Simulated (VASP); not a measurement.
# NaI (I4/mmm) in VASP: notebook

NaI is run at these levels: r2SCAN; tasks: single point.

Program: VASP 6.6.1. These are calculated values, not measurements. Logs are shortened: lines on timing, memory, paths and dates and some standing lists are left out, and cuts for length are marked.

**1. The cell of the first run**

The structure is tetragonal, space group I4/mmm (No. 139). Conventional cell: a = 4.618 Å, b = 4.618 Å, c = 6.428 Å, α = 90.00°, β = 90.00°, γ = 90.00°. Na (site symmetry 4/mmm) has 6 I at 3.21 to 3.27 Å within 4.2 Å. I (site symmetry 4/mmm) has 6 Na at 3.21 to 3.27 Å within 4.2 Å.

**2. Single point, r2SCAN (in-plane strain +0.01, then relaxed in part)**

POSCAR reads:

```
NaI
1.0
    3.2656859305      3.2656859305      0.0000000000
   -3.2656859305      3.2656859305      0.0000000000
    0.0000000000      3.2656859305      3.2139522920
Na I
1 1
Direct
    0.0000000000      0.0000000000      0.0000000000
    0.5000000000      0.5000000000      0.0000000000
```

INCAR.step1 reads:

```
PREC     = Accurate       # precision mode
ENCUT    = 520            # plane-wave cutoff, eV
ISMEAR   = 0              # smearing method
SIGMA    = 0.01           # smearing width, eV
LREAL    = F              # projectors in reciprocal space
LASPH    = T              # aspherical terms in the spheres
NELM     = 100            # most SCF steps
NBANDS   = 14             # bands
GGA      = PE             # functional
ALGO     = Normal         # electronic algorithm
EDIFF    = 1E-4           # SCF threshold, eV
LWAVE    = T              # write WAVECAR
LCHARG   = F              # write CHGCAR
```

INCAR.step2 reads:

```
PREC     = Accurate       # precision mode
ENCUT    = 520            # plane-wave cutoff, eV
EDIFF    = 1E-6           # SCF threshold, eV
ISMEAR   = 0              # smearing method
SIGMA    = 0.01           # smearing width, eV
LREAL    = F              # projectors in reciprocal space
LASPH    = T              # aspherical terms in the spheres
NELM     = 100            # most SCF steps
ALGO     = Normal         # electronic algorithm
ISIF     = 2              # what is computed and relaxed
LWAVE    = F              # write WAVECAR
LCHARG   = F              # write CHGCAR
METAGGA  = R2SCAN         # meta-GGA
LMIXTAU  = T            
NBANDS   = 14             # bands
ISTART   = 1
```

KPOINTS reads:

```
regular mesh
0
Gamma
  6 6 6
```

Potentials or basis: VASP PAW PBE potentials, release 64 (Na_pv, I).

The run is started by

```bash
$ cat potpaw_PBE.64/Na_pv/POTCAR potpaw_PBE.64/I/POTCAR > POTCAR
$ cp INCAR.step1 INCAR
$ mpirun -np 1 vasp_std > vasp.out
$ cp INCAR.step2 INCAR
$ mpirun -np 1 vasp_std > vasp.out
```

OUTCAR:

```text
PREC = Accurate
   ENCUT = 520
   EDIFF = 1E-6
   ISMEAR = 0
   LREAL = F
   LASPH = T
   NELM = 100
   ISIF = 2
   METAGGA = R2SCAN
   ISTART = 1

 ion  position               nearest neighbor table
   1  0.000  0.000  0.000-
   2  0.500  0.500  0.000-

  LATTYP: Found a body centered tetragonal cell.
 ALAT       =     4.6183773334
 C/A-ratio  =     1.3918101792

  Lattice vectors:

 A1 = (   3.2656859305,   0.0000000000,  -3.2139522920)
 A2 = (  -3.2656859305,   0.0000000000,  -3.2139522920)
 A3 = (   0.0000000000,   3.2656859305,   3.2139522920)

Analysis of symmetry for initial positions (statically):
=====================================================================
 Subroutine PRICEL returns:
 Original cell was already a primitive cell.

 Routine SETGRP: Setting up the symmetry group for a
 body centered tetragonal supercell.

 Subroutine GETGRP returns: Found 16 space group operations
 (whereof 16 operations were pure point group operations)
 out of a pool of 16 trial point group operations.

The static configuration has the point symmetry D_4h.

Analysis of symmetry for dynamics (positions and initial velocities):
=====================================================================
 Subroutine PRICEL returns:
 Original cell was already a primitive cell.

 Routine SETGRP: Setting up the symmetry group for a
 body centered tetragonal supercell.

 Subroutine GETGRP returns: Found 16 space group operations
 (whereof 16 operations were pure point group operations)
 out of a pool of 16 trial point group operations.

The dynamic configuration has the point symmetry D_4h.

 Subroutine INISYM returns: Found 16 space group operations
 (whereof 16 operations are pure point group operations),
 and found     1 'primitive' translations

----------------------------------------------------------------------------------------

                                     Primitive cell

  volume of cell :      68.5517

  direct lattice vectors                    reciprocal lattice vectors
     3.265685931  3.265685931  0.000000000     0.153107191  0.153107191 -0.155571693
    -3.265685931  3.265685931  0.000000000    -0.153107191  0.153107191 -0.155571693
     0.000000000  3.265685931  3.213952292     0.000000000  0.000000000  0.311143386

  length of vectors
[... 84 lines left out ...]
   EDIFFG = 0.1E-04   stopping-criterion for IOM
   NSW    =      0    number of steps for IOM
   IBRION =     -1    ionic relax: 0-MD 1-quasi-New 2-CG
   NFREE  =      0    steps in history (QN), initial steepest desc. (CG)
   ISIF   =      2    stress and relaxation
   ISYM   =      2    0-nonsym 1-usesym 2-fastsym
   POTIM  = 0.5000    time-step for ionic-motion
   TEBEG  =    0.0;   TEEND  =   0.0 temperature during run
   PSTRESS=    0.0 pullay stress
   NELECT =      14.0000    total number of electrons
   NUPDOWN=      -1.0000    fix difference up-down
   EMIN   =  10.00;   EMAX   =-10.00  energy-range for DOS
   EFERMI =   0.00;   METHOD = LEGACY
   ISMEAR =     0;   SIGMA  =   0.01  broadening in eV -4-tet -1-fermi 0-gaus
   EFERMI_NEDOS =   21; number of points for ismear=-14 and -15
   IALGO  =     38    algorithm
   IMIX   =      4    mixing-type and parameters
     AMIX     =   0.40;   BMIX     =  1.00
     AMIX_MAG =   1.60;   BMIX_MAG =  1.00
  volume/ion in A,a.u.               =      34.28       231.30
  Fermi-wavevector in a.u.,A,eV,Ry     =   0.964076  1.821840 12.645842  0.929443
  Thomas-Fermi vector in A             =   2.093677
   LORBIT       =      0    0 simple, 1 ext, 2 COOP (PROOUT), +10 PAW based schemes
   METAGGA = R2SCAN    functional components
   LHFCALC =     F    Hartree Fock is set to
   AEXX    =    0.0000 exact exchange contribution
   IVDW    =     0    specifies the selected vdW correction
   LEPSILON=     F    determine dielectric tensor
   LRPA    =     F    only Hartree local field effects (RPA)
 non-spin polarized calculation
 Gauss-broadening in eV      SIGMA  =   0.01
  energy-cutoff  :      520.00
  volume of cell :       68.55
 maximum number of plane-waves:      1863
 NGX is ok and might be reduce to    36
   NGX = 17   NGY = 17   NGZ = 17

 number of electron      13.9999993 magnetization

 Free energy of the ion-electron system (eV)
  ---------------------------------------------------
  ext. energy  EPLUGINS =         0.00000000
  ---------------------------------------------------
  free energy    TOTEN  =       -31.08317139 eV

  energy without entropy =      -31.08317139  energy(sigma->0) =      -31.08317139

 E-fermi :   0.4864     XC(G=0):  -8.0210

 val. band max:        0.4099928927   @ k =   0.0000   0.0000   0.0000
 cond. band min:       4.8090633687   @ k =   0.0000   0.0000   0.0000
 fundamental gap:      4.3990704760
 Fermi energy:         0.4863986258

 k-point     1 :       0.0000    0.0000    0.0000
  band No.  band energies     occupation
      1     -22.8596      2.00000
      2     -22.8595      2.00000
      3     -22.8579      2.00000
      4     -10.9133      2.00000
      5       0.3900      2.00000
      6       0.4100      2.00000
      7       0.4100      2.00000
      8       4.8091      0.00000
      9       8.8451      0.00000
     10       8.8451      0.00000
     11       8.9479      0.00000
     12      10.6255      0.00000
     13      10.7983      0.00000
     14      11.5078      0.00000
[... 377 lines left out ...]
      1     -22.8625      2.00000
      2     -22.8608      2.00000
      3     -22.8599      2.00000
      4     -10.5226      2.00000
      5      -1.2921      2.00000
      6      -0.7662      2.00000
      7      -0.2316      2.00000
      8       7.1136      0.00000
      9       7.6258      0.00000
     10       8.8614      0.00000
     11       9.5711      0.00000
     12      11.5464      0.00000
     13      13.0578      0.00000
     14      14.0543      0.00000

 [... further k-points ...]
[... 5 lines left out ...]
  --------------------------------------------------------------------------------------
  -------------------------------------------------------------------------------------
  Total       -0.2066002     -0.2066002     -0.0277143      0.0000000      0.0000000      0.0000000
  in kB       -4.8286211     -4.8286211     -0.6477339      0.0000000      0.0000000      0.0000000
  external PRESSURE =      -3.4349920 kB  Pullay stress =       0.0000000 kB

 VOLUME and BASIS-vectors are now :
 -----------------------------------------------------------------------------
  energy-cutoff  :      520.00
  volume of cell :       68.55
      direct lattice vectors                 reciprocal lattice vectors
     3.265685931  3.265685931  0.000000000     0.153107191  0.153107191 -0.155571693
    -3.265685931  3.265685931  0.000000000    -0.153107191  0.153107191 -0.155571693
     0.000000000  3.265685931  3.213952292     0.000000000  0.000000000  0.311143386

 POSITION                                       TOTAL-FORCE (eV/Angst)
 -----------------------------------------------------------------------------------
      0.00000      0.00000      0.00000        -0.000000     -0.000000      0.000000
      0.00000      3.26569      0.00000         0.000000      0.000000      0.000000
 -----------------------------------------------------------------------------------
    total drift:                               -0.000000      0.000000     -0.000000

  FREE ENERGIE OF THE ION-ELECTRON SYSTEM (eV)
  ---------------------------------------------------
  free  energy   TOTEN  =       -31.0831713914 eV

  energy  without entropy=      -31.0831713914  energy(sigma->0) =      -31.08317139
```

OSZICAR.step1:

```text
N       E                     dE             d eps       ncg     rms          rms(c)
DAV:   1     0.841849533042E+02    0.84185E+02   -0.65582E+03   840   0.897E+02
DAV:   2     0.109863853707E+01   -0.83086E+02   -0.77228E+02   870   0.220E+02
DAV:   3    -0.529788981709E+01   -0.63965E+01   -0.63590E+01  1086   0.598E+01
DAV:   4    -0.545090408947E+01   -0.15301E+00   -0.15297E+00  1106   0.971E+00
DAV:   5    -0.545499925994E+01   -0.40952E-02   -0.40951E-02  1114   0.155E+00    0.162E+00
DAV:   6    -0.539243001135E+01    0.62569E-01   -0.72801E-02  1050   0.156E+00    0.109E+00
DAV:   7    -0.538357502784E+01    0.88550E-02   -0.66440E-02  1074   0.132E+00    0.611E-01
DAV:   8    -0.538570837352E+01   -0.21333E-02   -0.54893E-03  1008   0.582E-01    0.179E-01
DAV:   9    -0.538566898223E+01    0.39391E-04   -0.20874E-04  1068   0.125E-01
   1 F= -.53856690E+01 E0= -.53856690E+01  d E =-.113329E-29
```

It used 100 s of CPU time on 1 thread of AMD EPYC 7R13 Processor (Zen 3) (shared host).

Results:

| Item | Value |
| --- | --- |
| Free energy | -31.0832 eV |
| Pressure | -0.3 GPa |
| Band gap on the k mesh | 4.40 eV, direct |

Stress tensor (GPa, compression positive):
```
-0.48  0.00  0.00
 0.00 -0.48  0.00
 0.00  0.00 -0.06
```

Levels at points of the mesh, in eV from the valence-band top:
| k point | band 5 | band 6 | band 7 | band 8 | band 9 | band 10 |
| --- | --- | --- | --- | --- | --- | --- |
| (0.00, 0.00, 0.00) | -0.02 | 0.00 | 0.00 | 4.40 | 8.44 | 8.44 |
| (0.50, 0.00, 0.00) | -2.15 | -0.31 | -0.28 | 5.68 | 7.99 | 8.12 |
| (0.50, 0.50, 0.00) | -1.91 | -0.77 | -0.71 | 5.22 | 6.05 | 10.61 |
| (0.00, 0.00, 0.50) | -1.90 | -0.78 | -0.78 | 5.20 | 6.01 | 10.72 |

Caveat: the cell differs from its parent crystal (in-plane strain +0.01, then relaxed in part); the PAW data sets were made with another functional, which shifts forces and pressure a little; spin-orbit coupling is left out, which moves the levels of the heavy elements.

**3. Single point, r2SCAN (film at in-plane strain +0.01)**

POSCAR is that of step 2.

INCAR.step1 reads:

```
SYSTEM = NaI
ALGO = Normal
EDIFF = 1E-4
ENCUT = 520
GGA = PE
ISMEAR = 0
LASPH = .TRUE.
LCHARG = .FALSE.
LREAL = .FALSE.
LWAVE = .TRUE.
NBANDS = 14
NELM = 60
PREC = Accurate
SIGMA = 0.01
```

INCAR.step2 reads:

```
SYSTEM = NaI
ALGO = Normal
EDIFF = 1E-6
ENCUT = 520
ISIF = 2
ISMEAR = 0
ISTART = 1
LASPH = .TRUE.
LCHARG = .FALSE.
LMIXTAU = .TRUE.
LREAL = .FALSE.
LWAVE = .FALSE.
METAGGA = R2SCAN
NBANDS = 14
NELM = 60
PREC = Accurate
SIGMA = 0.01
```

KPOINTS reads:

```
k-points
0
G
  6 6 6
  0 0 0
```

Potentials or basis: VASP PAW PBE potentials, release 64 (Na_pv, I).

The run is started by

```bash
$ cat potpaw_PBE.64/Na_pv/POTCAR potpaw_PBE.64/I/POTCAR > POTCAR
$ cp INCAR.step1 INCAR
$ mpirun -np 1 vasp_std > vasp.out
$ cp INCAR.step2 INCAR
$ mpirun -np 1 vasp_std > vasp.out
```

It used 100 s of CPU time on 1 thread of AMD EPYC 7R13 Processor (Zen 3), on a shared host.

Results (log left out):

```yaml
Free_energy: -31.0832 eV
Pressure: -0.3 GPa
Band_gap_on_the_k_mesh: 4.40 eV, direct
```

Stress tensor (GPa, compression positive):
```
-0.48  0.00  0.00
 0.00 -0.48  0.00
 0.00  0.00 -0.06
```

Levels at points of the mesh, in eV from the valence-band top:
```tsv
k point	band 5	band 6	band 7	band 8	band 9	band 10
(0.00, 0.00, 0.00)	-0.02	0.00	0.00	4.40	8.44	8.44
(0.50, 0.00, 0.00)	-2.15	-0.31	-0.28	5.68	7.99	8.12
(0.50, 0.50, 0.00)	-1.91	-0.77	-0.71	5.22	6.05	10.61
(0.00, 0.00, 0.50)	-1.90	-0.78	-0.78	5.20	6.01	10.72
```

Caveat: the cell differs from its parent crystal (film at in-plane strain +0.01); the PAW data sets were made with another functional, which shifts forces and pressure a little; spin-orbit coupling is left out, which moves the levels of the heavy elements.
